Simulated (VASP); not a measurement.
# SrO (dx) (Fm-3m) in VASP: vibrations by perturbation theory with LDA

Aim: the vibrations by perturbation theory of SrO (dx) with LDA.

All numbers are computed with VASP 6.6.1; they aren't measurements. Logs are shortened: lines on timing, memory, paths and dates and some standing lists are left out, and cuts for length are marked.

### Step 1. The cell of the first run

The structure is cubic, space group Fm-3m (No. 225). The conventional cell has a = 5.161 Å, b = 5.161 Å, c = 5.161 Å, α = 90.00°, β = 90.00°, γ = 90.00°. Sr (site symmetry m-3m) has 6 O at 2.58 Å within 3.4 Å. O (site symmetry m-3m) has 6 Sr at 2.58 Å within 3.4 Å.

### Step 2. Vibrations by perturbation theory, LDA

Input file INCAR:

```
SYSTEM = SrO
PREC = Accurate
ENCUT = 520
EDIFF = 1E-8
ISMEAR = 0
SIGMA = 0.01
LREAL = .False.
LASPH = .True.
NELM = 60
ALGO = Normal
ISIF = 2
LWAVE = .False.
LCHARG = .True.
IBRION = 8
NSW = 1
LEPSILON = .True.
```

Input file KPOINTS:

```
regular mesh
0
Gamma
  8 8 8
  0 0 0
```

Input file POSCAR:

```
SrO
1.0
    0.0000000000      2.5806600000      2.5806600000
    2.5806600000      0.0000000000      2.5806600000
    2.5806600000      2.5806600000      0.0000000000
Sr O
1 1
Direct
    0.0000000000      0.0000000000      0.0000000000
    0.5000000000      0.5000000000      0.5000000000
```

Potentials or basis: VASP PAW LDA potentials, release 64 (Sr_sv, O).

Run with:

```
$ cat potpaw_LDA.64/Sr_sv/POTCAR potpaw_LDA.64/O/POTCAR > POTCAR
$ mpirun -np 1 vasp_std > vasp.out
```

OUTCAR:

```text
SYSTEM = SrO
   PREC = Accurate
   ENCUT = 520
   EDIFF = 1E-8
   ISMEAR = 0
   LREAL = .False.
   LASPH = .True.
   NELM = 60
   ISIF = 2
   IBRION = 8
   NSW = 1
   LEPSILON = .True.

 ion  position               nearest neighbor table
   1  0.000  0.000  0.000-   2 2.58   2 2.58   2 2.58   2 2.58   2 2.58   2 2.58
   2  0.500  0.500  0.500-   1 2.58   1 2.58   1 2.58   1 2.58   1 2.58   1 2.58

  LATTYP: Found a face centered cubic cell.
 ALAT       =     5.1613200000

  Lattice vectors:

 A1 = (   0.0000000000,   2.5806600000,   2.5806600000)
 A2 = (   2.5806600000,   0.0000000000,   2.5806600000)
 A3 = (   2.5806600000,   2.5806600000,   0.0000000000)

Analysis of symmetry for initial positions (statically):
=====================================================================
 Subroutine PRICEL returns:
 Original cell was already a primitive cell.

 Routine SETGRP: Setting up the symmetry group for a
 face centered cubic supercell.

 Subroutine GETGRP returns: Found 48 space group operations
 (whereof 48 operations were pure point group operations)
 out of a pool of 48 trial point group operations.

The static configuration has the point symmetry O_h .

Analysis of symmetry for dynamics (positions and initial velocities):
=====================================================================
 Subroutine PRICEL returns:
 Original cell was already a primitive cell.

 Routine SETGRP: Setting up the symmetry group for a
 face centered cubic supercell.

 Subroutine GETGRP returns: Found 48 space group operations
 (whereof 48 operations were pure point group operations)
 out of a pool of 48 trial point group operations.

The dynamic configuration has the point symmetry O_h .

 Subroutine INISYM returns: Found 48 space group operations
 (whereof 48 operations are pure point group operations),
 and found     1 'primitive' translations

----------------------------------------------------------------------------------------

                                     Primitive cell

  volume of cell :      34.3734

  direct lattice vectors                    reciprocal lattice vectors
     0.000000000  2.580660000  2.580660000    -0.193748886  0.193748886  0.193748886
     2.580660000  0.000000000  2.580660000     0.193748886 -0.193748886  0.193748886
     2.580660000  2.580660000  0.000000000     0.193748886  0.193748886 -0.193748886

  length of vectors
     3.649604372  3.649604372  3.649604372     0.335582914  0.335582914  0.335582914

  position of ions in fractional coordinates (direct lattice)
     0.000000000  0.000000000  0.000000000
     0.500000000  0.500000000  0.500000000

  ion indices of the primitive-cell ions
   primitive index   ion index
                 1           1
                 2           2

----------------------------------------------------------------------------------------

 KPOINTS: regular mesh

Automatic generation of k-mesh.
 Grid dimensions read from file:
 generate k-points for:    8    8    8

 Generating k-lattice:

  Cartesian coordinates                     Fractional coordinates (reciprocal lattice)
[... 509 lines left out ...]
  ---------------------------------------------------
  ---------------------------------------------------
  free energy    TOTEN  =        -0.29156957 eV

  energy without entropy =       -0.29156957

------------------------ aborting loop because EDIFF is reached ----------------------------------------

--------------------------------------- Ionic step        2  -------------------------------------------

------------------------ aborting loop because EDIFF is reached ----------------------------------------

--------------------------------------- Ionic step        3  -------------------------------------------

------------------------ aborting loop because EDIFF is reached ----------------------------------------

 PIEZOELECTRIC TENSOR FIELD DIRECTION 3  (e Angst)
 -----------------------------------------------------------------------------
     0.00001  0.00000 -0.00000           ( -0.00001  0.00000 -0.00000)
     0.00000  0.00001  0.00000           (  0.00000 -0.00001  0.00000)
    -0.00000  0.00000 -0.00081           ( -0.00000  0.00000 -0.00001)

 PIEZOELECTRIC TENSOR FIELD DIRECTION 3  (C/m^2)
 -----------------------------------------------------------------------------
     0.00001  0.00000 -0.00000
     0.00000  0.00001  0.00000
    -0.00000  0.00000 -0.00038

--------------------------------------- Ionic step        4  -------------------------------------------

------------------------ aborting loop because EDIFF is reached ----------------------------------------

[... ionic steps 5 to 6 ...]

--------------------------------------- Ionic step        7  -------------------------------------------

 Free energy of the ion-electron system (eV)
  ---------------------------------------------------
  ---------------------------------------------------
  free energy    TOTEN  =        -0.35858054 eV

  energy without entropy =       -0.35858054

------------------------ aborting loop because EDIFF is reached ----------------------------------------

 INTERNAL STRAIN TENSOR  FOR ION    2  DIRECTION 1   (eV/Angst):
 -----------------------------------------------------------------------------
     0.00154  0.00000  0.00000
     0.00000 -0.00365 -0.00000
    -0.00000 -0.00000 -0.00365

 MACROSCOPIC STATIC DIELECTRIC TENSOR (including local field effects in DFT)
 ------------------------------------------------------
           3.873410     0.000000     0.000000
          -0.000000     3.873410     0.000000
          -0.000000     0.000000     3.873410
 ------------------------------------------------------

 PIEZOELECTRIC TENSOR (including local field effects)  for field in x, y, z        (e  Angst)
          XX          YY          ZZ          XY          YZ          ZX
  --------------------------------------------------------------------------------
  x     0.00000     0.00000     0.00000     0.00000     0.00000     0.00000
  y     0.00000     0.00000     0.00000     0.00000     0.00000     0.00000
  z     0.00000     0.00000     0.00000     0.00000     0.00000     0.00000

 PIEZOELECTRIC TENSOR (including local field effects)  for field in x, y, z        (C/m^2)
          XX          YY          ZZ          XY          YZ          ZX
  --------------------------------------------------------------------------------
  x     0.00000     0.00000     0.00000     0.00000     0.00000     0.00000
  y     0.00000     0.00000     0.00000     0.00000     0.00000     0.00000
  z     0.00000     0.00000     0.00000     0.00000     0.00000     0.00000

 BORN EFFECTIVE CHARGES (including local field effects) (in |e|, cummulative output)
 ---------------------------------------------------------------------------------
 ion    1
    1     2.44646     0.00000    -0.00000
    2    -0.00000     2.44646    -0.00000
    3     0.00000     0.00000     2.44646
 ion    2
    1    -2.44646     0.00000     0.00000
    2     0.00000    -2.44646     0.00000
    3    -0.00000    -0.00000    -2.44646

 INTERNAL STRAIN TENSOR FOR ION    2 for displacements in x,y,z  (eV/Angst):
          X           Y           Z          XY          YZ          ZX
  --------------------------------------------------------------------------------
  x     0.00000     0.00000     0.00000     0.00000     0.00000     0.00000
  y     0.00000     0.00000     0.00000     0.00000     0.00000     0.00000
  z     0.00000     0.00000     0.00000     0.00000     0.00000     0.00000

 SECOND DERIVATIVES (NOT SYMMETRIZED)
 ------------------------------------
               1X          1Y          1Z          2X          2Y          2Z
  1X    -1.770363    0.000000    0.000000    1.770363    0.000000    0.000000
  1Y     0.000000   -1.770363    0.000000    0.000000    1.770363    0.000000
  1Z     0.000000    0.000000   -1.770363    0.000000    0.000000    1.770363
  2X     1.772159    0.000000    0.000000   -1.772159    0.000000    0.000000
  2Y     0.000000    1.772159    0.000000    0.000000   -1.772159    0.000000
  2Z     0.000000    0.000000    1.772159    0.000000    0.000000   -1.772159

 Eigenvectors and eigenvalues of the dynamical matrix
 ----------------------------------------------------

   1 f  =    5.657549 THz    35.547427 2PiTHz  188.715510 cm-1    23.397731 meV
             X         Y         Z           dx          dy          dz
      0.000000  0.000000  0.000000     0.000000    0.392782    0.000000
      2.580660  2.580660  2.580660     0.000000   -0.919631    0.000000
[... 21 lines left out ...]
   6 f/i=    0.001036 THz     0.006510 2PiTHz    0.034561 cm-1     0.004285 meV
             X         Y         Z           dx          dy          dz
      0.000000  0.000000  0.000000     0.000000   -0.919631    0.000000
      2.580660  2.580660  2.580660     0.000000   -0.392782    0.000000

--------------------------------------------------------------------------------------------------------

 MACROSCOPIC STATIC DIELECTRIC TENSOR IONIC CONTRIBUTION
 ------------------------------------------------------
          17.788374    -0.000000    -0.000000
          -0.000000    17.788374    -0.000000
          -0.000000    -0.000000    17.788374
 ------------------------------------------------------

 ELASTIC MODULI CONTR FROM IONIC RELAXATION (kBar)
 Direction    XX          YY          ZZ          XY          YZ          ZX
 --------------------------------------------------------------------------------
 XX           0.0000      0.0000      0.0000      0.0000      0.0000      0.0000
 YY           0.0000      0.0000      0.0000      0.0000      0.0000      0.0000
 ZZ           0.0000      0.0000      0.0000      0.0000      0.0000      0.0000
 XY           0.0000      0.0000      0.0000      0.0000      0.0000      0.0000
 YZ           0.0000      0.0000      0.0000      0.0000      0.0000      0.0000
 ZX           0.0000      0.0000      0.0000      0.0000      0.0000      0.0000
 --------------------------------------------------------------------------------

 PIEZOELECTRIC TENSOR IONIC CONTR  for field in x, y, z        (C/m^2)
          XX          YY          ZZ          XY          YZ          ZX
  --------------------------------------------------------------------------------
  x     0.00000     0.00000     0.00000     0.00000     0.00000     0.00000
  y     0.00000     0.00000     0.00000     0.00000     0.00000     0.00000
  z     0.00000     0.00000     0.00000     0.00000     0.00000     0.00000
```

It took 4.6 min on 1 thread of Intel Xeon Platinum 8259CL at 2.50GHz (Skylake/Cascade Lake), shared host; peak memory 0.2 GiB.

Results:

- Electronic dielectric tensor (diagonal): 3.87
- Born charges (mean of the diagonal): Sr +2.45; O -2.45 e
- Highest phonon frequency at Γ, LO-TO splitting left out: 189 cm⁻¹

Phonon frequencies in cm⁻¹ (negative: imaginary):
```
              q point        frequencies
(0.000, 0.000, 0.000)  0 0 0 189 189 189
```

Electronic dielectric tensor:
```
3.87 0.00 0.00
0.00 3.87 0.00
0.00 0.00 3.87
```

Born effective charge tensors (e):
atom 1, Sr
```
2.45 0.00 0.00
0.00 2.45 0.00
0.00 0.00 2.45
```
atom 2, O
```
-2.45  0.00  0.00
 0.00 -2.45  0.00
 0.00  0.00 -2.45
```

Caveat: the cell wasn't relaxed at this level first, which shifts response properties.
